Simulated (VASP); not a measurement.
# Gd (P6_3/mmc) in VASP: notebook

Runs on Gd. Level: LDA. Tasks: single point.

Program: VASP 6.6.1. These are calculated values, not measurements. Logs are shortened: lines on timing, memory, paths and dates and some standing lists are left out, and cuts for length are marked.

### 1 The cell of the first run

It takes space group P6_3/mmc (No. 194, hexagonal). Conventional cell: a = 3.484 Å, b = 3.484 Å, c = 5.587 Å, α = 90.00°, β = 90.00°, γ = 120.00°. Gd (site symmetry -6m2) has 12 Gd at 3.44 to 3.48 Å within 4.5 Å.

### 2 Single point, LDA, collinear spin, ferromagnetic start

The input, INCAR:

```
ALGO     = Normal         # electronic algorithm
EDIFF    = 1E-7           # SCF threshold, eV
ENCUT    = 520            # plane-wave cutoff, eV
GGA      = CA             # functional
ISIF     = 2              # what is computed and relaxed
ISMEAR   = 0              # smearing method
ISPIN    = 2              # spin polarisation
LASPH    = T              # aspherical terms in the spheres
LCHARG   = F              # write CHGCAR
LMAXMIX  = 6              # l up to which the mixer works
LORBIT   = 11             # projections on sites
LREAL    = F              # projectors in reciprocal space
LWAVE    = F              # write WAVECAR
MAGMOM   = 7.214 7.214    # initial moments
NBANDS   = 29             # bands
NELM     = 150            # most SCF steps
PREC     = Accurate       # precision mode
SIGMA    = 0.6            # smearing width, eV
```

The input, KPOINTS:

```
k-points
0
Gamma
  10 10 6
```

The input, POSCAR:

```
Gd
1.0
    3.4841536640      0.0000000000      0.0000000000
   -1.7420768320      3.0173655837      0.0000000000
    0.0000000000      0.0000000000      5.5867162136
Gd
2
Direct
    0.3333333333      0.6666666667      0.2500000000
    0.6666666667      0.3333333333      0.7500000000
```

Potentials or basis: VASP PAW PBE potentials, release 64 (Gd).

Run with:

```
$ cat potpaw_PBE.64/Gd/POTCAR > POTCAR
$ mpirun -np 1 vasp_std > vasp.out
```

OUTCAR:

```text
EDIFF = 1E-7
   ENCUT = 520
   GGA = CA
   ISIF = 2
   ISMEAR = 0
   ISPIN = 2
   LASPH = T
   LORBIT = 11
   LREAL = F
   NELM = 150
   PREC = Accurate

 ion  position               nearest neighbor table
   1  0.333  0.667  0.250-   2 3.44   2 3.44   2 3.44   2 3.44   2 3.44   2 3.44
   2  0.667  0.333  0.750-   1 3.44   1 3.44   1 3.44   1 3.44   1 3.44   1 3.44

  LATTYP: Found a hexagonal cell.
 ALAT       =     3.4841536640
 C/A-ratio  =     1.6034643567

  Lattice vectors:

 A1 = (   3.4841536640,   0.0000000000,   0.0000000000)
 A2 = (  -1.7420768320,   3.0173655837,   0.0000000000)
 A3 = (   0.0000000000,   0.0000000000,   5.5867162136)

Analysis of symmetry for initial positions (statically):
=====================================================================
 Subroutine PRICEL returns:
 Original cell was already a primitive cell.

 Routine SETGRP: Setting up the symmetry group for a
 hexagonal supercell.

 Subroutine GETGRP returns: Found 24 space group operations
 (whereof 12 operations were pure point group operations)
 out of a pool of 24 trial point group operations.

The static configuration has the point symmetry D_3d.
 The point group associated with its full space group is D_6h.

Analysis of symmetry for dynamics (positions and initial velocities):
=====================================================================
 Subroutine PRICEL returns:
 Original cell was already a primitive cell.

 Routine SETGRP: Setting up the symmetry group for a
 hexagonal supercell.

 Subroutine GETGRP returns: Found 24 space group operations
 (whereof 12 operations were pure point group operations)
 out of a pool of 24 trial point group operations.

The dynamic configuration has the point symmetry D_3d.
 The point group associated with its full space group is D_6h.

Analysis of structural, dynamic, and magnetic symmetry:
=====================================================================
 Subroutine PRICEL returns:
 Original cell was already a primitive cell.

 Routine SETGRP: Setting up the symmetry group for a
 hexagonal supercell.

 Subroutine GETGRP returns: Found 24 space group operations
 (whereof 12 operations were pure point group operations)
 out of a pool of 24 trial point group operations.

The overall configuration has the point symmetry D_3d.
 The point group associated with its full space group is D_6h.

 Subroutine INISYM returns: Found 24 space group operations
 (whereof 12 operations are pure point group operations),
 and found     1 'primitive' translations

----------------------------------------------------------------------------------------

                                     Primitive cell

  volume of cell :      58.7330

  direct lattice vectors                    reciprocal lattice vectors
     3.484153664  0.000000000  0.000000000     0.287013748  0.165707464  0.000000000
    -1.742076832  3.017365584  0.000000000     0.000000000  0.331414929  0.000000000
     0.000000000  0.000000000  5.586716214     0.000000000  0.000000000  0.178996026

  length of vectors
     3.484153664  3.484153664  5.586716214     0.331414929  0.331414929  0.178996026

  position of ions in fractional coordinates (direct lattice)
     0.333333333  0.666666667  0.250000000
     0.666666667  0.333333333  0.750000000

  ion indices of the primitive-cell ions
   primitive index   ion index
                 1           1
                 2           2

----------------------------------------------------------------------------------------

 KPOINTS: k-points

Automatic generation of k-mesh.
 Grid dimensions read from file:
 generate k-points for:   10   10    6

 Generating k-lattice:

  Cartesian coordinates                     Fractional coordinates (reciprocal lattice)
     0.028701375  0.016570746  0.000000000     0.100000000  0.000000000  0.000000000
     0.000000000  0.033141493  0.000000000     0.000000000  0.100000000  0.000000000
     0.000000000  0.000000000  0.029832671     0.000000000  0.000000000  0.166666667

  Length of vectors
     0.033141493  0.033141493  0.029832671

  Shift w.r.t. Gamma in fractional coordinates (k-lattice)
     0.000000000  0.000000000  0.000000000

 Subroutine IBZKPT returns following result:
 ===========================================

 Found     56 irreducible k-points:

 Following reciprocal coordinates:
            Coordinates               Weight
  0.000000  0.000000  0.000000      1.000000
  0.100000  0.000000  0.000000      6.000000
  0.200000  0.000000  0.000000      6.000000
  0.300000  0.000000  0.000000      6.000000
  0.400000  0.000000  0.000000      6.000000
  0.500000  0.000000  0.000000      3.000000
[... 16 lines left out ...]
  0.300000  0.100000  0.166667     24.000000
  0.400000  0.100000  0.166667     24.000000
 [... further k-points ...]
   k-points           NKPTS =     56   k-points in BZ     NKDIM =     56   number of bands    NBANDS=     29
   number of dos      NEDOS =    301   number of ions     NIONS =      2
   total plane-waves  NPLWV =  32928
   dimension x,y,z NGX =    28 NGY =   28 NGZ =   42
   dimension x,y,z NGXF=    56 NGYF=   56 NGZF=   84
   ions per type =               2
   NGX,Y,Z   is equivalent  to a cutoff of  13.36, 13.36, 12.50 a.u.
   NGXF,Y,Z  is equivalent  to a cutoff of  26.72, 26.72, 25.00 a.u.
 SYSTEM =  unknown system
   PREC   = accura    normal or accurate (medium, high low for compatibility)
   ISTART =      0    job   : 0-new  1-cont  2-samecut
   ICHARG =      2    charge: 1-file 2-atom 10-const
   ISPIN  =      2    spin polarized calculation?
   LNONCOLLINEAR =      F non collinear calculations
   LSORBIT =      F    spin-orbit coupling
   LASPH  =      T    aspherical Exc in radial PAW
   ENCUT  =  520.0 eV  38.22 Ry    6.18 a.u.   6.48  6.48 10.39*2*pi/ulx,y,z
   NELM   =    150;   NELMIN=  2; NELMDL= -5     # of ELM steps
   EDIFF  = 0.1E-06   stopping-criterion for ELM
   LREAL  =      F    real-space projection
   EDIFFG = 0.1E-05   stopping-criterion for IOM
   NSW    =      0    number of steps for IOM
   IBRION =     -1    ionic relax: 0-MD 1-quasi-New 2-CG
   NFREE  =      0    steps in history (QN), initial steepest desc. (CG)
   ISIF   =      2    stress and relaxation
   ISYM   =      2    0-nonsym 1-usesym 2-fastsym
   POTIM  = 0.5000    time-step for ionic-motion
   TEBEG  =    0.0;   TEEND  =   0.0 temperature during run
   PSTRESS=    0.0 pullay stress
   NELECT =      36.0000    total number of electrons
   NUPDOWN=      -1.0000    fix difference up-down
   EMIN   =  10.00;   EMAX   =-10.00  energy-range for DOS
   EFERMI =   0.00;   METHOD = LEGACY
   ISMEAR =     0;   SIGMA  =   0.60  broadening in eV -4-tet -1-fermi 0-gaus
   EFERMI_NEDOS =   21; number of points for ismear=-14 and -15
   IALGO  =     38    algorithm
   IMIX   =      4    mixing-type and parameters
     AMIX     =   0.40;   BMIX     =  1.00
     AMIX_MAG =   1.60;   BMIX_MAG =  1.00
  volume/ion in A,a.u.               =      29.37       198.17
  Fermi-wavevector in a.u.,A,eV,Ry     =   1.390641  2.627931 26.312070  1.933883
  Thomas-Fermi vector in A             =   2.514557
   LORBIT       =     11    0 simple, 1 ext, 2 COOP (PROOUT), +10 PAW based schemes
   GGA     = CA    functional components
   LHFCALC =     F    Hartree Fock is set to
   AEXX    =    0.0000 exact exchange contribution
   IVDW    =     0    specifies the selected vdW correction
   LEPSILON=     F    determine dielectric tensor
   LRPA    =     F    only Hartree local field effects (RPA)
 spin polarized calculation
 Gauss-broadening in eV      SIGMA  =   0.60
  energy-cutoff  :      520.00
  volume of cell :       58.73
 maximum number of plane-waves:      1605
 NGX is ok and might be reduce to    28
   NGX = 13   NGY = 13   NGZ = 21

 number of electron      35.9999989 magnetization      14.3433106

 Free energy of the ion-electron system (eV)
  ---------------------------------------------------
  ext. energy  EPLUGINS =         0.00000000
  ---------------------------------------------------
  free energy    TOTEN  =       -23.72690711 eV

  energy without entropy =      -22.97065763  energy(sigma->0) =      -23.34878237

 E-fermi :   3.2249     XC(G=0): -10.7868

 val. band max:        3.2215416240   @ k =   0.2000   0.1000   0.5000
 cond. band min:       3.2273354259   @ k =   0.2000   0.1000   0.1667
 fundamental gap:      0.0057938019
 Fermi energy:         3.2249323888

 spin component 1

 k-point     1 :       0.0000    0.0000    0.0000
  band No.  band energies     occupation
      1     -41.1058      1.00000
      2     -40.9859      1.00000
      3     -19.3111      1.00000
      4     -18.3863      1.00000
      5     -18.3863      1.00000
      6     -18.2343      1.00000
[... 21 lines left out ...]
     28       5.0440      0.00001
     29       5.5382      0.00000

 k-point     2 :       0.1000    0.0000    0.0000
  band No.  band energies     occupation
      1     -41.0967      1.00000
      2     -40.9820      1.00000
      3     -19.2779      1.00000
      4     -18.4637      1.00000
      5     -18.4111      1.00000
      6     -18.3150      1.00000
[... 21 lines left out ...]
     28       5.2394      0.00000
     29       5.4204      0.00000

 k-point     3 :       0.2000    0.0000    0.0000
  band No.  band energies     occupation
      1     -41.0722      1.00000
      2     -40.9724      1.00000
      3     -19.1846      1.00000
      4     -18.6646      1.00000
      5     -18.5163      1.00000
      6     -18.4728      1.00000
[... 638 lines left out ...]
      5     -18.7983      1.00000
      6     -18.5927      1.00000
[... 21 lines left out ...]
     28       4.9506      0.00002
     29       5.0500      0.00001

 k-point    24 :       0.4000    0.1000    0.1667
  band No.  band energies     occupation
      1     -40.9944      1.00000
      2     -40.9602      1.00000
      3     -19.1776      1.00000
      4     -19.0153      1.00000
      5     -18.7670      1.00000
      6     -18.6285      1.00000
[... 21 lines left out ...]
     28       5.0325      0.00001
     29       5.3857      0.00000

 [... further k-points ...]

 spin component 2

 k-point     1 :       0.0000    0.0000    0.0000
  band No.  band energies     occupation
      1     -38.2838      1.00000
      2     -38.1366      1.00000
      3     -17.3422      1.00000
      4     -16.2313      1.00000
      5     -16.2313      1.00000
      6     -16.0533      1.00000
[... 21 lines left out ...]
     28       5.9925      0.00000
     29       6.5333      0.00000

 k-point     2 :       0.1000    0.0000    0.0000
  band No.  band energies     occupation
      1     -38.2727      1.00000
      2     -38.1318      1.00000
      3     -17.3027      1.00000
      4     -16.3258      1.00000
      5     -16.2612      1.00000
      6     -16.1521      1.00000
[... 21 lines left out ...]
     28       6.2406      0.00000
     29       6.4288      0.00000

 k-point     3 :       0.2000    0.0000    0.0000
  band No.  band energies     occupation
      1     -38.2426      1.00000
      2     -38.1198      1.00000
      3     -17.1915      1.00000
      4     -16.5704      1.00000
      5     -16.3958      1.00000
      6     -16.3356      1.00000
[... 638 lines left out ...]
      5     -16.7293      1.00000
      6     -16.4802      1.00000
[... 21 lines left out ...]
     28       5.9617      0.00000
     29       6.0574      0.00000

 k-point    24 :       0.4000    0.1000    0.1667
  band No.  band energies     occupation
      1     -38.1467      1.00000
      2     -38.1047      1.00000
      3     -17.1850      1.00000
      4     -16.9892      1.00000
      5     -16.6916      1.00000
      6     -16.5230      1.00000
[... 21 lines left out ...]
     28       6.0474      0.00000
     29       6.3532      0.00000

 [... further k-points ...]

------------------------ aborting loop because EDIFF is reached ----------------------------------------

  FORCE on cell =-STRESS in cart. coord.  units (eV):
  Direction    XX          YY          ZZ          XY          YZ          ZX
  --------------------------------------------------------------------------------------
  -------------------------------------------------------------------------------------
  Total        0.4568341      0.4568341      0.4085925      0.0000000     -0.0000000      0.0000000
  in kB       12.4619853     12.4619853     11.1460014      0.0000000     -0.0000000      0.0000000
  external PRESSURE =      12.0233240 kB  Pullay stress =       0.0000000 kB

 VOLUME and BASIS-vectors are now :
 -----------------------------------------------------------------------------
  energy-cutoff  :      520.00
  volume of cell :       58.73
      direct lattice vectors                 reciprocal lattice vectors
     3.484153664  0.000000000  0.000000000     0.287013748  0.165707464  0.000000000
    -1.742076832  3.017365584  0.000000000     0.000000000  0.331414929  0.000000000
     0.000000000  0.000000000  5.586716214     0.000000000  0.000000000  0.178996026

 POSITION                                       TOTAL-FORCE (eV/Angst)
 -----------------------------------------------------------------------------------
     -0.00000      2.01158      1.39668        -0.000000      0.000000      0.000000
      1.74208      1.00579      4.19004         0.000000      0.000000      0.000000
 -----------------------------------------------------------------------------------
    total drift:                                0.000000     -0.000000      0.000000

  FREE ENERGIE OF THE ION-ELECTRON SYSTEM (eV)
  ---------------------------------------------------
  free  energy   TOTEN  =       -23.7269071067 eV

  energy  without entropy=      -22.9706576285  energy(sigma->0) =      -23.34878237

 total charge

# of ion       s       p       d       f       tot
--------------------------------------------------
    1        2.078   5.521   0.609   7.080  15.288
    2        2.078   5.521   0.609   7.080  15.288
--------------------------------------------------
tot          4.155  11.043   1.218  14.160  30.575

 magnetization (x)

# of ion       s       p       d       f       tot
--------------------------------------------------
    1        0.006  -0.038   0.138   6.674   6.780
    2        0.006  -0.038   0.138   6.674   6.780
--------------------------------------------------
tot          0.011  -0.075   0.275  13.349  13.560
```

Run time: 3.6 min. Hardware: 1 thread of Intel Xeon 6975P-C (Granite Rapids), shared host; peak memory 0.27 GiB.

What came out:

```yaml
Free_energy: -23.7269 eV
Pressure: 1.2 GPa
Net_moment: 14.34 μB per cell
Site_moments: Gd +6.78 μB
Valence_electrons_inside_the_program's_atomic_spheres: Gd 15.29
```

Caveat: so wide a smearing shifts energies and pressures; the PAW data sets were made with another functional, which shifts forces and pressure a little; spin-orbit coupling is left out, which moves the levels of the heavy elements; semilocal functionals describe open f shells poorly, which spoils levels, moments and volumes.

### 3 Single point, LDA, collinear spin, ferromagnetic start

The input, INCAR:

```
  PREC = Accurate
  ENCUT = 520
  EDIFF = 1E-6
  ISMEAR = 0
  SIGMA = 1.0
  LREAL = False
  LASPH = True
  NELM = 150
  ALGO = Normal
  ISIF = 2
  LWAVE = False
  LCHARG = True
  ISPIN = 2
  MAGMOM = 7.214 7.214
  LORBIT = 11
  LMAXMIX = 6
  GGA = CA
  LELF = True
  LVHAR = True
  NBANDS = 29
```

The input, KPOINTS:

```
regular mesh
0
Gamma
  10 10 6
```

POSCAR is that of step 2.

Potentials or basis: VASP PAW PBE potentials, release 64 (Gd).

Run with:

```
$ cat potpaw_PBE.64/Gd/POTCAR > POTCAR
$ mpirun -np 1 vasp_std > vasp.out
```

Wall time 2.9 min (1 thread of Intel Xeon 6975P-C (Granite Rapids), shared host); peak memory 0.27 GiB.

It converged, with:

| Item | Value |
| --- | --- |
| Free energy | -24.3787 eV |
| Pressure | 2.7 GPa |
| Net moment | 14.16 μB per cell |
| Site moments | Gd +6.69 μB |
| Valence electrons inside the program's atomic spheres | Gd 15.32 |

Stress tensor (GPa, compression positive):
```
2.67 0.00 0.00
0.00 2.67 0.00
0.00 0.00 2.84
```

Levels at points of the mesh, in eV from the Fermi level:
Spin up:
| k point | band 21 | band 22 | band 23 | band 24 | band 25 | band 26 | band 27 | band 28 | band 29 |
| --- | --- | --- | --- | --- | --- | --- | --- | --- | --- |
| (0.00, 0.00, 0.00) | -3.23 | -3.19 | -3.18 | -2.39 | 1.67 | 1.67 | 1.82 | 1.87 | 2.41 |
| (0.50, 0.00, 0.00) | -3.23 | -3.19 | -1.87 | -1.81 | -1.31 | 0.61 | 1.37 | 1.59 | 2.26 |
| (0.00, 0.00, 0.50) | -3.22 | -3.22 | -3.19 | -3.19 | 0.86 | 0.86 | 1.58 | 1.58 | 1.58 |
| (0.50, 0.00, 0.50) | -3.23 | -3.23 | -2.16 | -2.16 | -0.27 | -0.27 | 2.34 | 2.34 | 3.15 |
Spin down:
```csv
k point,band 6,band 7,band 8,band 9,band 10,band 11,band 12,band 13,band 14,band 15
"(0.00, 0.00, 0.00)",-19.08,-19.08,-19.05,-4.33,-1.75,0.97,1.07,1.13,1.24,1.24
"(0.50, 0.00, 0.00)",-19.55,-19.38,-19.23,-1.20,-1.18,-0.73,1.01,1.05,1.19,1.24
"(0.00, 0.00, 0.50)",-19.17,-19.17,-19.17,-2.62,-2.62,0.75,0.75,1.14,1.14,1.22
"(0.50, 0.00, 0.50)",-19.39,-19.39,-19.39,-1.55,-1.55,0.27,0.27,1.15,1.15,1.25
```

Caveat: the highest band is partly filled, so the run has too few bands; so wide a smearing shifts energies and pressures; the PAW data sets were made with another functional, which shifts forces and pressure a little; spin-orbit coupling is left out, which moves the levels of the heavy elements; semilocal functionals describe open f shells poorly, which spoils levels, moments and volumes. The state reached can hang on the start; a lower one may exist.

(Part 1 of 2 ends here.)
